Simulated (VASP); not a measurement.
Input of a VASP 6.6.1 run:

Contents of POSCAR:

```
ZnO
1.0
    3.1691551016      0.0000000000      0.0000000000
   -1.5845775508      2.7445688265      0.0000000000
    0.0000000000      0.0000000000      5.1050165770
Zn O
2 2
Direct
    0.3333333333      0.6666666667      0.4996921304
    0.6666666667      0.3333333333     -0.0003078696
    0.6666666667      0.3333333333      0.3793178696
    0.3333333333      0.6666666667      0.8793178696
```

INCAR.step1

```
PREC = Accurate ; ENCUT = 520
ISMEAR = 0 ; SIGMA = 0.02
LREAL = F ; LASPH = T
NELM = 100 ; NBANDS = 26
GGA = PE ; ALGO = Normal
EDIFF = 1E-4 ; LWAVE = T
LCHARG = F
```

The input INCAR.step2:

```
PREC = Accurate ; ENCUT = 520
EDIFF = 1E-6 ; ISMEAR = 0
SIGMA = 0.02 ; LREAL = F
LASPH = T ; NELM = 100
ALGO = Normal ; ISIF = 2
LWAVE = F ; LCHARG = F
METAGGA = R2SCAN ; LMIXTAU = T
NBANDS = 26 ; ISTART = 1
```

The input KPOINTS:

```
Automatic mesh
0
Gamma
  12 12 6
```

Potentials or basis: VASP PAW PBE potentials, release 64 (Zn, O).

Run with:

```sh
$ cat potpaw_PBE.64/Zn/POTCAR potpaw_PBE.64/O/POTCAR > POTCAR
$ cp INCAR.step1 INCAR
$ mpirun -np 1 vasp_std > vasp.out
$ cp INCAR.step2 INCAR
$ mpirun -np 1 vasp_std > vasp.out
```

What does it give for the pressure?

12.1 GPa.

What does it give for the largest force?

0.003 eV/Å.

Predict the band gap on the k mesh.

1.33 eV, direct.

Forces in eV/Å, atoms in the order of the input:
```
Zn   0.000  0.000  0.003
Zn   0.000  0.000  0.003
O    0.000  0.000 -0.003
O    0.000  0.000 -0.003
```

Caveat: the PAW data sets were made with another functional, which shifts forces and pressure a little.
